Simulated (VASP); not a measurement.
Input of a VASP 6.6.1 run:

INCAR

```
SYSTEM = TaN
PREC     = Accurate       ! precision mode
ENCUT    = 520            ! plane-wave cutoff, eV
EDIFF    = 1E-7           ! SCF threshold, eV
ISMEAR   = 0              ! smearing method
SIGMA    = 0.1            ! smearing width, eV
LREAL    = .False.        ! projectors in reciprocal space
LASPH    = .True.         ! aspherical terms in the spheres
NELM     = 100            ! most SCF steps
ALGO     = Normal         ! electronic algorithm
ISIF     = 2              ! what is computed and relaxed
LWAVE    = .False.        ! write WAVECAR
LCHARG   = .False.        ! write CHGCAR
GGA      = PE             ! functional
NBANDS   = 15             ! bands
```

The input KPOINTS:

```
regular mesh
0
Gamma
  18 18 14
  0 0 0
```

Contents of POSCAR:

```
TaN
1.0
    2.9427584166      0.0000000000      0.0000000000
   -1.4713792083      2.5485035460      0.0000000000
    0.0000000000      0.0000000000      2.8444254600
Ta N
1 1
Direct
    0.3333333333      0.6666666667      0.5520291363
    0.0000000000      0.0000000000     -0.0520291363
```

Potentials or basis: VASP PAW PBE potentials, release 64 (Ta_pv, N).

Launch:

```console
$ cat potpaw_PBE.64/Ta_pv/POTCAR potpaw_PBE.64/N/POTCAR > POTCAR
$ mpirun -np 1 vasp_std > vasp.out
```

(1) Estimate the pressure.

(2) Estimate the band gap on the k mesh.

Answers

(1) 28.6 GPa.

(2) zero (band 8 reaches 9.16 eV, above the bottom of band 9 at 8.57 eV).

Caveat: the cell differs from its parent crystal (strained and its atoms moved); spin-orbit coupling is left out, which moves the levels of the heavy elements; forces of over 1 eV/Å act on the atoms, so gaps and moduli don't describe the material at rest.
